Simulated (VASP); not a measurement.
# Pt (Im-3m) in VASP: a series of runs

The runs below take Pt through single point, with PBEsol.

Program: VASP 6.6.1. These are calculated values, not measurements. Logs are shortened: lines on timing, memory, paths and dates and some standing lists are left out, and cuts for length are marked.

**1. The cell of the first run**

The structure is cubic, space group Im-3m (No. 229). The conventional cell has a = 3.086 Å, b = 3.086 Å, c = 3.086 Å, α = 90.00°, β = 90.00°, γ = 90.00°. Within 3.5 Å of Pt (site symmetry m-3m) lie 14 Pt at 2.67 to 3.09 Å.

**2. Single point, PBEsol**

Input file INCAR:

```
SYSTEM = Pt
PREC     = Accurate       ! precision mode
ENCUT    = 520            ! plane-wave cutoff, eV
EDIFF    = 1E-6           ! SCF threshold, eV
ISMEAR   = -1             ! smearing method
SIGMA    = 0.05           ! smearing width, eV
LREAL    = .FALSE.        ! projectors in reciprocal space
LASPH    = .TRUE.         ! aspherical terms in the spheres
NELM     = 100            ! most SCF steps
ALGO     = Normal         ! electronic algorithm
ISIF     = 2              ! what is computed and relaxed
LWAVE    = .FALSE.        ! write WAVECAR
LCHARG   = .FALSE.        ! write CHGCAR
GGA      = PS             ! functional
NBANDS   = 11             ! bands
```

Input file KPOINTS:

```
Automatic mesh
0
G
  12 12 12
  0 0 0
```

Input file POSCAR:

```
Pt
1.0
   -1.5431277485      1.5431277485      1.5431277485
    1.5431277485     -1.5431277485      1.5431277485
    1.5431277485      1.5431277485     -1.5431277485
Pt
1
Direct
    0.0000000000      0.0000000000      0.0000000000
```

Potentials or basis: VASP PAW PBE potentials, release 64 (Pt).

Launch:

```bash
cat potpaw_PBE.64/Pt/POTCAR > POTCAR
mpirun -np 1 vasp_std > vasp.out
```

OUTCAR:

```text
SYSTEM = Pt
   PREC = Accurate
   ENCUT = 520
   EDIFF = 1E-6
   ISMEAR = -1
   LREAL = .FALSE.
   LASPH = .TRUE.
   NELM = 100
   ISIF = 2
   GGA = PS

 ion  position               nearest neighbor table
   1  0.000  0.000  0.000-

  LATTYP: Found a body centered cubic cell.
 ALAT       =     3.0862554970

  Lattice vectors:

 A1 = (  -1.5431277485,   1.5431277485,   1.5431277485)
 A2 = (   1.5431277485,  -1.5431277485,   1.5431277485)
 A3 = (   1.5431277485,   1.5431277485,  -1.5431277485)

Analysis of symmetry for initial positions (statically):
=====================================================================
 Subroutine PRICEL returns:
 Original cell was already a primitive cell.

 Routine SETGRP: Setting up the symmetry group for a
 body centered cubic supercell.

 Subroutine GETGRP returns: Found 48 space group operations
[... 9 lines left out ...]

 Routine SETGRP: Setting up the symmetry group for a
 body centered cubic supercell.

 Subroutine GETGRP returns: Found 48 space group operations
[... 11 lines left out ...]
                                     Primitive cell

  volume of cell :      14.6983

  direct lattice vectors                    reciprocal lattice vectors
    -1.543127748  1.543127748  1.543127748     0.000000000  0.324017244  0.324017244
     1.543127748 -1.543127748  1.543127748     0.324017244  0.000000000  0.324017244
     1.543127748  1.543127748 -1.543127748     0.324017244  0.324017244  0.000000000

  length of vectors
     2.672775663  2.672775663  2.672775663     0.458229581  0.458229581  0.458229581

  position of ions in fractional coordinates (direct lattice)
     0.000000000  0.000000000  0.000000000

  ion indices of the primitive-cell ions
   primitive index   ion index
                 1           1

----------------------------------------------------------------------------------------

 KPOINTS: Automatic mesh

Automatic generation of k-mesh.
 Grid dimensions read from file:
 generate k-points for:   12   12   12

 Generating k-lattice:

  Cartesian coordinates                     Fractional coordinates (reciprocal lattice)
     0.000000000  0.027001437  0.027001437     0.083333333  0.000000000  0.000000000
     0.027001437  0.000000000  0.027001437     0.000000000  0.083333333  0.000000000
     0.027001437  0.027001437  0.000000000     0.000000000  0.000000000  0.083333333

  Length of vectors
     0.038185798  0.038185798  0.038185798
[... 50 lines left out ...]
   LSORBIT =      F    spin-orbit coupling
   LASPH  =      T    aspherical Exc in radial PAW
   ENCUT  =  520.0 eV  38.22 Ry    6.18 a.u.   4.97  4.97  4.97*2*pi/ulx,y,z
   NELM   =    100;   NELMIN=  2; NELMDL= -5     # of ELM steps
   EDIFF  = 0.1E-05   stopping-criterion for ELM
   LREAL  =      F    real-space projection
   EDIFFG = 0.1E-04   stopping-criterion for IOM
   NSW    =      0    number of steps for IOM
   IBRION =     -1    ionic relax: 0-MD 1-quasi-New 2-CG
   NFREE  =      0    steps in history (QN), initial steepest desc. (CG)
   ISIF   =      2    stress and relaxation
   ISYM   =      2    0-nonsym 1-usesym 2-fastsym
   POTIM  = 0.5000    time-step for ionic-motion
   TEBEG  =    0.0;   TEEND  =   0.0 temperature during run
   PSTRESS=    0.0 pullay stress
   NELECT =      10.0000    total number of electrons
   NUPDOWN=      -1.0000    fix difference up-down
   EMIN   =  10.00;   EMAX   =-10.00  energy-range for DOS
   EFERMI =   0.00;   METHOD = LEGACY
   ISMEAR =    -1;   SIGMA  =   0.05  broadening in eV -4-tet -1-fermi 0-gaus
   EFERMI_NEDOS =   21; number of points for ismear=-14 and -15
   IALGO  =     38    algorithm
   IMIX   =      4    mixing-type and parameters
     AMIX     =   0.40;   BMIX     =  1.00
     AMIX_MAG =   1.60;   BMIX_MAG =  1.00
  volume/ion in A,a.u.               =      14.70        99.19
  Fermi-wavevector in a.u.,A,eV,Ry     =   1.439858  2.720937 28.207471  2.073191
  Thomas-Fermi vector in A             =   2.558667
   LORBIT       =      0    0 simple, 1 ext, 2 COOP (PROOUT), +10 PAW based schemes
   GGA     = PS    functional components
   LHFCALC =     F    Hartree Fock is set to
   AEXX    =    0.0000 exact exchange contribution
   IVDW    =     0    specifies the selected vdW correction
   LEPSILON=     F    determine dielectric tensor
   LRPA    =     F    only Hartree local field effects (RPA)
 non-spin polarized calculation
  energy-cutoff  :      520.00
  volume of cell :       14.70
 maximum number of plane-waves:       420
   NGX =  9   NGY =  9   NGZ =  9

 number of electron      10.0000003 magnetization

 Free energy of the ion-electron system (eV)
  ---------------------------------------------------
  ext. energy  EPLUGINS =         0.00000000
  ---------------------------------------------------
  free energy    TOTEN  =        -6.85519967 eV

  energy without entropy =       -6.84976682  energy(sigma->0) =       -6.85248325

 E-fermi :  11.2705     XC(G=0): -13.7730

 val. band max:       11.2245102607   @ k =   0.5000   0.5000   0.4167
 cond. band min:      11.3260268543   @ k =  -0.4167  -0.4167   0.1667
 fundamental gap:      0.1015165937
 Fermi energy:        11.2704549645

 k-point     1 :       0.0000    0.0000    0.0000
  band No.  band energies     occupation
      1       1.0204      2.00000
      2       7.4602      2.00000
      3       7.4602      2.00000
      4       7.4602      2.00000
      5      10.2530      2.00000
      6      10.2530      2.00000
      7      28.4022      0.00000
      8      28.4022      0.00000
      9      28.4022      0.00000
     10      39.3459      0.00000
     11      39.3459      0.00000
[... 309 lines left out ...]
 k-point    24 :       0.4167    0.0833    0.0833
  band No.  band energies     occupation
      1       4.5617      2.00000
      2       5.8590      2.00000
      3       9.4696      2.00000
      4      10.2156      2.00000
      5      10.6599      1.99999
      6      14.9101      0.00000
      7      17.8322      0.00000
      8      24.6365      0.00000
      9      25.8895      0.00000
     10      36.2468      0.00000
     11      36.3757      0.00000

 [... further k-points ...]
[... 5 lines left out ...]
  --------------------------------------------------------------------------------------
  -------------------------------------------------------------------------------------
  Total        0.8867930      0.8867930      0.8867930     -0.0000000      0.0000000      0.0000000
  in kB       96.6645417     96.6645417     96.6645417     -0.0000000      0.0000000      0.0000000
  external PRESSURE =      96.6645417 kB  Pullay stress =       0.0000000 kB

 VOLUME and BASIS-vectors are now :
 -----------------------------------------------------------------------------
  energy-cutoff  :      520.00
  volume of cell :       14.70
      direct lattice vectors                 reciprocal lattice vectors
    -1.543127748  1.543127748  1.543127748     0.000000000  0.324017244  0.324017244
     1.543127748 -1.543127748  1.543127748     0.324017244  0.000000000  0.324017244
     1.543127748  1.543127748 -1.543127748     0.324017244  0.324017244  0.000000000

 POSITION                                       TOTAL-FORCE (eV/Angst)
 -----------------------------------------------------------------------------------
      0.00000      0.00000      0.00000        -0.000000      0.000000      0.000000
 -----------------------------------------------------------------------------------
    total drift:                                0.000000      0.000000      0.000000

  FREE ENERGIE OF THE ION-ELECTRON SYSTEM (eV)
  ---------------------------------------------------
  free  energy   TOTEN  =        -6.8551996745 eV

  energy  without entropy=       -6.8497668204  energy(sigma->0) =       -6.85248325
```

stdout:

```text
POSCAR found type information on POSCAR Pt
 POSCAR found :  1 types and       1 ions
 scaLAPACK will be used
 -----------------------------------------------------------------------------
|                                                                             |
|                                                                             |
|     You enforced a specific xc type in the INCAR file but a different       |
|     I HOPE YOU KNOW WHAT YOU ARE DOING!                                     |
|                                                                             |
 -----------------------------------------------------------------------------

 LDA part: xc-table for (Slater+PW92), standard interpolation
 POSCAR, INCAR and KPOINTS ok, starting setup
 FFT: planning ... GRIDC
 FFT: planning ... GRID_SOFT
 FFT: planning ... GRID
 WAVECAR not read
 entering main loop
```

Run time: 4 s. Hardware: 1 thread of Intel Xeon 6975P-C (Granite Rapids), shared host; peak memory 0.13 GiB.

What came out:

```
Free energy            : -6.8552 eV
Pressure               : 9.7 GPa
Band gap on the k mesh : zero (band 5 reaches 12.54 eV, above the bottom of band 6 at 10.08 eV)
```

Levels at points of the mesh, in eV from the Fermi level:
| k point | band 2 | band 3 | band 4 | band 5 | band 6 | band 7 | band 8 | band 9 |
| --- | --- | --- | --- | --- | --- | --- | --- | --- |
| (0.00, 0.00, 0.00) | -3.81 | -3.81 | -3.81 | -1.02 | -1.02 | 17.13 | 17.13 | 17.13 |
| (0.50, 0.00, 0.00) | -5.41 | -1.21 | -0.63 | 0.06 | 1.31 | 7.00 | 13.31 | 16.51 |
| (0.50, 0.50, 0.50) | -6.74 | 0.71 | 0.71 | 0.71 | 7.86 | 7.86 | 7.86 | 13.89 |

Caveat: the PAW data sets were made with another functional, which shifts forces and pressure a little; spin-orbit coupling is left out, which moves the levels of the heavy elements.

(Part 1 of 2 ends here.)
